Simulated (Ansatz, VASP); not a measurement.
# WF2 in VASP and in Ansatz

```xyz
3
Lattice="2.8314 0.0000 0.0000 -1.4157 2.4521 0.0000 0.0000 0.0000 4.4289" Properties=species:S:1:pos:R:3 pbc="T T T"
W     0.0000    0.0000    0.0000
F     0.0000    1.6347    1.1172
F     1.4157    0.8174    3.3117
```

Alike in both runs: task relaxation of cell and atoms; functional PBEsol; k mesh 12 × 12 × 4; occupations gaussian, width 0.1 eV; no spin polarisation.

|  | VASP | Ansatz |
| --- | --- | --- |
| version | VASP 6.6.1 | Ansatz 0.2.0 |
| potentials or method | VASP PAW PBE potentials, release 64 (W_sv, F_h), cutoff 910 eV | scalar-relativistic, plane waves, PAW |
| valence electrons in the cell | 28 | 28 |

VASP gave:

* gap on the k mesh at the Fermi level, each at its own relaxed structure (eV): none
* relaxed volume (Å³/atom): 11.08
* relaxed cell length with the largest relative difference (Å): 5.035

Q: Estimate Ansatz's values.

A: gap on the k mesh at the Fermi level, each at its own relaxed structure (eV): none; relaxed volume (Å³/atom): 12.79; relaxed cell length with the largest relative difference (Å): 5.836.

VASP's potentials were made for PBE, not for PBEsol. A gap of «none» marks a metal or a gap that the smearing closes. One of these differences is far larger than is usual between the two programs; its cause wasn't traced.

Neither program's run includes spin-orbit coupling. Noted on VASP's run: the cutoff is short for stress, so the pressure is rough.
